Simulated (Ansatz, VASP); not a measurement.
Ga in VASP and in Ansatz

```
Ga
1.0
     4.55168    0.00000    0.00000
    -2.27584    3.94187    0.00000
     0.00000    0.00000    2.91841
Ga
3
Direct
  0.00000 0.00000 0.00000
  0.33333 0.66667 0.50000
  0.66667 0.33333 0.50000
```

Alike in both runs: functional LDA; k mesh 8 × 8 × 11; occupations fermi-dirac, width 0.1 eV; no spin polarisation.

Ansatz relaxed the structure, and its values are those at the end. VASP's run is a single point on that final structure, the one shown.

|  | VASP | Ansatz |
| --- | --- | --- |
| version | VASP 6.6.1 | Ansatz 0.2.0 |
| potentials or method | VASP PAW LDA potentials, release 64 (Ga_d), cutoff 520 eV | plane waves (420 eV) with PAW, scalar-relativistic |
| valence electrons in the cell | 39 | 39 |

```tsv
	VASP	Ansatz	Ansatz less VASP
pressure (GPa)	0.1	0.0	-0.14
```

Ansatz warns that its potentials were made for another functional, while VASP's fit it. LDA's correlation is that of Perdew and Zunger in VASP and of Perdew and Wang (1992) in Ansatz.
